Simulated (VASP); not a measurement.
# Te2P (P6/mmm) in VASP: a series of runs

Runs on Te2P. Level: PBE. Tasks: single point, relaxation of cell and atoms.

Everything below comes from runs of VASP 6.6.1. Logs are shortened: lines on timing, memory, paths and dates and some standing lists are left out, and cuts for length are marked.

### 1 The cell of the first run

The structure is hexagonal, space group P6/mmm (No. 191). Conventional cell: a = 5.228 Å, b = 5.228 Å, c = 3.162 Å, α = 90.00°, β = 90.00°, γ = 120.00°. Te (site symmetry -6m2) has 5 Te at 3.02 to 3.16 Å and 6 P at 3.41 Å within 4.0 Å. P (site symmetry 6/mmm) has 2 P at 3.16 Å and 12 Te at 3.41 Å within 4.2 Å.

### 2 Single point, PBE

Input file INCAR:

```
ALGO = Normal ; EDIFF = 1E-6
ENCUT = 520 ; GGA = PE
ISIF = 2 ; ISMEAR = 0
LASPH = T ; LCHARG = F
LREAL = F ; LWAVE = F
NBANDS = 16 ; NELM = 80
PREC = Accurate ; SIGMA = 0.1
```

Input file KPOINTS:

```
k-points
0
Gamma
  6 6 4
```

Input file POSCAR:

```
Te2P
1.0
    5.2282493014      0.0000000000      0.0000000000
   -2.6141246507      4.5277967123      0.0000000000
    0.0000000000      0.0000000000      3.1620388002
Te P
2 1
Direct
    0.3333333333      0.6666666667      0.5000000000
    0.6666666667      0.3333333333      0.5000000000
    0.0000000000      0.0000000000      0.0000000000
```

Potentials or basis: VASP PAW PBE potentials, release 64 (Te, P).

Command:

```bash
cat potpaw_PBE.64/Te/POTCAR potpaw_PBE.64/P/POTCAR > POTCAR
mpirun -np 1 vasp_std > vasp.out
```

OUTCAR:

```text
EDIFF = 1E-6
   ENCUT = 520
   GGA = PE
   ISIF = 2
   ISMEAR = 0
   LASPH = T
   LREAL = F
   NELM = 80
   PREC = Accurate

 ion  position               nearest neighbor table
   1  0.333  0.667  0.500-   2 3.02   2 3.02   2 3.02
   2  0.667  0.333  0.500-   1 3.02   1 3.02   1 3.02
   3  0.000  0.000  0.000-

  LATTYP: Found a hexagonal cell.
 ALAT       =     5.2282493014
 C/A-ratio  =     0.6047987802

  Lattice vectors:

 A1 = (   5.2282493014,   0.0000000000,   0.0000000000)
 A2 = (  -2.6141246507,   4.5277967123,   0.0000000000)
 A3 = (   0.0000000000,   0.0000000000,   3.1620388002)

Analysis of symmetry for initial positions (statically):
=====================================================================
 Subroutine PRICEL returns:
 Original cell was already a primitive cell.

 Routine SETGRP: Setting up the symmetry group for a
 hexagonal supercell.

 Subroutine GETGRP returns: Found 24 space group operations
 (whereof 24 operations were pure point group operations)
 out of a pool of 24 trial point group operations.

The static configuration has the point symmetry D_6h.

Analysis of symmetry for dynamics (positions and initial velocities):
=====================================================================
 Subroutine PRICEL returns:
 Original cell was already a primitive cell.

 Routine SETGRP: Setting up the symmetry group for a
 hexagonal supercell.

 Subroutine GETGRP returns: Found 24 space group operations
 (whereof 24 operations were pure point group operations)
 out of a pool of 24 trial point group operations.

The dynamic configuration has the point symmetry D_6h.

 Subroutine INISYM returns: Found 24 space group operations
 (whereof 24 operations are pure point group operations),
 and found     1 'primitive' translations

----------------------------------------------------------------------------------------

                                     Primitive cell

  volume of cell :      74.8532

  direct lattice vectors                    reciprocal lattice vectors
     5.228249301  0.000000000  0.000000000     0.191268614  0.110428986  0.000000000
    -2.614124651  4.527796712  0.000000000     0.000000000  0.220857972  0.000000000
     0.000000000  0.000000000  3.162038800     0.000000000  0.000000000  0.316251654

  length of vectors
     5.228249301  5.228249301  3.162038800     0.220857972  0.220857972  0.316251654

[... 77 lines left out ...]
   NELM   =     80;   NELMIN=  2; NELMDL= -5     # of ELM steps
   EDIFF  = 0.1E-05   stopping-criterion for ELM
   LREAL  =      F    real-space projection
   EDIFFG = 0.1E-04   stopping-criterion for IOM
   NSW    =      0    number of steps for IOM
   IBRION =     -1    ionic relax: 0-MD 1-quasi-New 2-CG
   NFREE  =      0    steps in history (QN), initial steepest desc. (CG)
   ISIF   =      2    stress and relaxation
   ISYM   =      2    0-nonsym 1-usesym 2-fastsym
   POTIM  = 0.5000    time-step for ionic-motion
   TEBEG  =    0.0;   TEEND  =   0.0 temperature during run
   PSTRESS=    0.0 pullay stress
   NELECT =      17.0000    total number of electrons
   NUPDOWN=      -1.0000    fix difference up-down
   EMIN   =  10.00;   EMAX   =-10.00  energy-range for DOS
   EFERMI =   0.00;   METHOD = LEGACY
   ISMEAR =     0;   SIGMA  =   0.10  broadening in eV -4-tet -1-fermi 0-gaus
   EFERMI_NEDOS =   21; number of points for ismear=-14 and -15
   IALGO  =     38    algorithm
   IMIX   =      4    mixing-type and parameters
     AMIX     =   0.40;   BMIX     =  1.00
     AMIX_MAG =   1.60;   BMIX_MAG =  1.00
  volume/ion in A,a.u.               =      24.95       168.38
  Fermi-wavevector in a.u.,A,eV,Ry     =   0.998821  1.887498 13.573763  0.997643
  Thomas-Fermi vector in A             =   2.131070
   LORBIT       =      0    0 simple, 1 ext, 2 COOP (PROOUT), +10 PAW based schemes
   GGA     = PE    functional components
   LHFCALC =     F    Hartree Fock is set to
   AEXX    =    0.0000 exact exchange contribution
   IVDW    =     0    specifies the selected vdW correction
   LEPSILON=     F    determine dielectric tensor
   LRPA    =     F    only Hartree local field effects (RPA)
 non-spin polarized calculation
 Gauss-broadening in eV      SIGMA  =   0.10
  energy-cutoff  :      520.00
  volume of cell :       74.85
 maximum number of plane-waves:      2032
 NGX is ok and might be reduce to    40
   NGX = 19   NGY = 19   NGZ = 11

 number of electron      16.9999999 magnetization

 Free energy of the ion-electron system (eV)
  ---------------------------------------------------
  ext. energy  EPLUGINS =         0.00000000
  ---------------------------------------------------
  free energy    TOTEN  =        -9.50829365 eV

  energy without entropy =       -9.49701151  energy(sigma->0) =       -9.50265258

 E-fermi :   7.7135     XC(G=0): -10.1907

 val. band max:        7.6597592729   @ k =   0.5000   0.0000   0.2500
 cond. band min:       7.7198736793   @ k =   0.5000   0.0000   0.2500
 fundamental gap:      0.0601144064
 Fermi energy:         7.7135087291

 k-point     1 :       0.0000    0.0000    0.0000
  band No.  band energies     occupation
      1      -6.6315      2.00000
      2      -2.5697      2.00000
      3      -1.4082      2.00000
      4       2.6507      2.00000
      5       2.6507      2.00000
      6       3.9607      2.00000
[... 376 lines left out ...]
      3      -0.9727      2.00000
      4       2.1473      2.00000
      5       2.3454      2.00000
      6       2.3454      2.00000
[... 8 lines left out ...]
     15      15.7837      0.00000
     16      15.8573      0.00000

------------------------ aborting loop because EDIFF is reached ----------------------------------------

  FORCE on cell =-STRESS in cart. coord.  units (eV):
  Direction    XX          YY          ZZ          XY          YZ          ZX
  --------------------------------------------------------------------------------------
  -------------------------------------------------------------------------------------
  Total        0.1435849      0.1435849      0.0035290     -0.0000000     -0.0000000      0.0000000
  in kB        3.0733282      3.0733282      0.0755346     -0.0000000     -0.0000000      0.0000000
  external PRESSURE =       2.0740637 kB  Pullay stress =       0.0000000 kB

 VOLUME and BASIS-vectors are now :
 -----------------------------------------------------------------------------
  energy-cutoff  :      520.00
  volume of cell :       74.85
      direct lattice vectors                 reciprocal lattice vectors
     5.228249301  0.000000000  0.000000000     0.191268614  0.110428986  0.000000000
    -2.614124651  4.527796712  0.000000000     0.000000000  0.220857972  0.000000000
     0.000000000  0.000000000  3.162038800     0.000000000  0.000000000  0.316251654

 POSITION                                       TOTAL-FORCE (eV/Angst)
 -----------------------------------------------------------------------------------
     -0.00000      3.01853      1.58102         0.000000     -0.000000      0.000000
      2.61412      1.50927      1.58102        -0.000000      0.000000      0.000000
      0.00000      0.00000      0.00000         0.000000      0.000000      0.000000
 -----------------------------------------------------------------------------------
    total drift:                                0.000000     -0.000000      0.000000

  FREE ENERGIE OF THE ION-ELECTRON SYSTEM (eV)
  ---------------------------------------------------
  free  energy   TOTEN  =        -9.5082936545 eV

  energy  without entropy=       -9.4970115122  energy(sigma->0) =       -9.50265258
```

It took 25 s on 1 thread of Intel Xeon 6975P-C, shared host; peak memory 0.19 GiB.

Results:

```yaml
Free_energy: -9.5083 eV
Pressure: 0.2 GPa
```

Levels at points of the mesh, in eV from the Fermi level:
| k point | band 6 | band 7 | band 8 | band 9 | band 10 | band 11 | band 12 | band 13 |
| --- | --- | --- | --- | --- | --- | --- | --- | --- |
| (0.00, 0.00, 0.00) | -3.75 | -3.75 | 0.41 | 3.41 | 3.45 | 3.45 | 4.01 | 5.20 |
| (0.50, 0.00, 0.00) | -1.47 | 0.13 | 0.57 | 0.93 | 1.83 | 1.86 | 3.21 | 6.01 |
| (0.00, 0.00, 0.50) | -3.46 | -3.15 | -2.55 | -0.90 | -0.90 | -0.17 | -0.17 | 3.19 |
| (0.50, 0.00, 0.50) | -4.30 | -4.17 | -1.30 | 0.16 | 0.98 | 1.30 | 2.40 | 5.74 |

Caveat: the k points lie up to 0.50 Å⁻¹ apart; spin-orbit coupling is left out, which moves the levels of the heavy elements.

### 3 Relaxation of cell and atoms, PBE

This run uses another cell than the first one, of 25.95 Å³/atom, 1.040 times its volume.

Input file INCAR:

```
PREC = Accurate
ENCUT = 600
EDIFF = 1E-7
ISMEAR = 0
SIGMA = 0.1
LREAL = False
LASPH = True
NELM = 60
ALGO = Normal
ISIF = 3
LWAVE = False
LCHARG = False
GGA = PE
IBRION = 2
NSW = 90
EDIFFG = -0.04
```

Input file KPOINTS:

```
regular mesh
0
Gamma
  6 6 4
```

Input file POSCAR:

```
Te2P
1.0
    4.3664699513      0.0000000000      0.0000000000
   -2.1832349757      3.7814739027      0.0000000000
    0.0000000000      0.0000000000      4.7146270239
Te P
2 1
Direct
    0.3333333333      0.6666666667      0.5000000000
    0.6666666667      0.3333333333      0.5000000000
    0.0000000000      0.0000000000      0.0000000000
```

Potentials or basis: VASP PAW PBE potentials, release 64 (Te, P).

Command:

```bash
cat potpaw_PBE.64/Te/POTCAR potpaw_PBE.64/P/POTCAR > POTCAR
mpirun -np 1 vasp_std > vasp.out
```

It took 3.3 min on 1 thread of Intel Xeon 6975P-C, shared host; peak memory 0.25 GiB.

It converged, with:

```
Free energy                            : -9.5076 eV
Relaxed volume                         : 25.03 Å³/atom
Relaxed cell                           : a = 5.236 Å, b = 5.236 Å, c = 3.162 Å, α = 90.00°, β = 90.00°, γ = 120.00°
Space group after relaxing (to 0.05 Å) : P6/mmm (No. 191)
Energy gained by relaxing              : 1175.9 meV/atom
Ionic steps                            : 11
Pressure after relaxing                : 0.0 GPa
```

Step by step:
| step | energy change (eV) | largest force (eV/Å) | pressure (GPa) | volume (Å³) |
| --- | --- | --- | --- | --- |
| 1 | 0.0000 | 0.0000 | 21.20 | 77.85 |
| 2 | -1.6549 | 0.0000 | -7.89 | 119.25 |
| 3 | -2.3190 | 0.0000 | -3.42 | 100.30 |
| 4 | -2.6834 | 0.0000 | -3.36 | 92.99 |
| 5 | -3.4404 | 0.0000 | 4.35 | 70.84 |
| 6 | -3.2050 | 0.0000 | 3.58 | 72.61 |
| 7 | -3.4873 | 0.0000 | 3.61 | 71.38 |
| 8 | -3.5187 | 0.0000 | -1.28 | 76.69 |
| 9 | -3.5267 | 0.0000 | 0.11 | 74.96 |
| 10 | -3.5274 | 0.0000 | -0.03 | 75.15 |
| 11 | -3.5276 | 0.0000 | 0.01 | 75.10 |

Final structure:
```
Te P
1.0
     5.23647    0.00000    0.00000
    -2.61823    4.53491    0.00000
     0.00000    0.00000    3.16240
Te P
2 1
Direct
  0.33333 0.66667 0.50000
  0.66667 0.33333 0.50000
  0.00000 0.00000 0.00000
```

Levels at points of the mesh, in eV from the Fermi level:
```tsv
k point	band 7	band 8	band 9	band 10	band 11	band 12
(0.00, 0.00, 0.00)	-3.74	0.44	3.40	3.42	3.42	4.01
(0.50, 0.00, 0.00)	0.13	0.57	0.93	1.84	1.87	3.21
(0.00, 0.00, 0.50)	-3.14	-2.54	-0.89	-0.89	-0.16	-0.16
(0.50, 0.00, 0.50)	-4.14	-1.29	0.15	0.97	1.28	2.39
```

Caveat: the bands computed are all filled at some k points, so no gap is given; spin-orbit coupling is left out, which moves the levels of the heavy elements.
